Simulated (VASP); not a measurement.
**CoO: density of states with LDA**

The system is CoO.

```
CELL_PARAMETERS angstrom
1.60222 0.92504 2.56647
-1.60222 0.92504 2.56647
0.00000 -1.85008 2.56647
ATOMIC_POSITIONS crystal
Co 0.99898 0.99898 0.99898
O 0.75102 0.75102 0.75102
```

```
Program                 : VASP 6.6.1
Task                    : density of states
Functional              : LDA
Potentials or basis     : VASP PAW LDA potentials, release 64 (Co_sv, O)
Cutoff                  : 520 eV
k mesh                  : 6 × 6 × 6
Occupations             : fermi-dirac, width 0.05 eV
Spin                    : collinear spin, ferromagnetic start
Starting moments        : [2.0, 0.0] μB
Dipole correction       : no
k mesh for the DOS      : 9 × 9 × 9
Second run              : valence_matched
Occupations for the DOS : tetrahedron
Further INCAR settings  : ALGO = Normal; EDIFF = 1e-06
```

- Net moment: 2.54 μB per cell
- Site moments: Co +2.16; O +0.28 μB
- Valence electrons inside the program's atomic spheres: Co 14.94; O 4.95

Levels at points of the mesh, in eV from the Fermi level:
Spin up:
```csv
k point,band 10,band 11,band 12,band 13,band 14,band 15,band 16
"(0.00, 0.00, 0.00)",-2.18,0.17,0.46,0.46,0.61,13.83,13.83
```
Spin down:
```csv
k point,band 6,band 7,band 8,band 9,band 10,band 11,band 12,band 13,band 14,band 15
"(0.00, 0.00, 0.00)",-5.21,-5.14,-5.14,-0.43,-0.43,0.56,2.27,2.27,2.37,14.26
```

Wall time 38 s on 1 thread of AMD EPYC 9R45 96-Core Processor (Zen 5), with other jobs on the host, peak memory 0.13 GiB.

Caveat: the k points lie up to 0.40 Å⁻¹ apart; a cell with one magnetic atom can't hold antiferromagnetic order, which such compounds often take; semilocal functionals often make such compounds metallic where correlation or magnetic order opens a gap, which also shifts bond lengths.
